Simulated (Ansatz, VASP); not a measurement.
**Na5ZrO2 in VASP and in Ansatz**

```
Na Zr O
1.0
     3.41269    0.00000    0.00000
    -1.70635    2.95548    0.00000
     0.00000    0.00000   18.35384
Na Zr O
5 1 2
Direct
  0.66667 0.33333 0.16737
  0.33333 0.66667 0.32773
  0.00000 0.00000 0.50000
  0.66667 0.33333 0.67227
  0.33333 0.66667 0.83263
  0.00000 0.00000 0.00000
  0.66667 0.33333 0.94778
  0.33333 0.66667 0.05222
```

Alike in both runs: functional PBE; k mesh 5 × 5 × 2; occupations gaussian, width 0.2 eV; no spin polarisation.

Ansatz relaxed the structure, and its values are those at the end. VASP's run is a single point on that final structure, the one shown.

|  | VASP | Ansatz |
| --- | --- | --- |
| version | VASP 6.6.1 | Ansatz 0.2.0 |
| potentials or method | VASP PAW PBE potentials, release 64 (Na_pv, Zr_sv, O), cutoff 520 eV | scalar-relativistic, plane waves, PAW |
| valence electrons in the cell | 59 | 69 |

|  | VASP | Ansatz | Ansatz less VASP |
| --- | --- | --- | --- |
| gap on the k mesh at the Fermi level (eV) | none | none | - |
| pressure (GPa) | 0.1 | 0.1 | -0.04 |
| rms of the force components (eV/Å) | 0.027 | 0.030 | +0.0038 |

A gap of «none» marks a metal or a gap that the smearing closes. VASP's potentials hold 59 valence electrons a cell and Ansatz's 69, so a difference there can come from the potentials and not from the codes.

The k mesh is coarse, so the values compare programs but aren't converged.
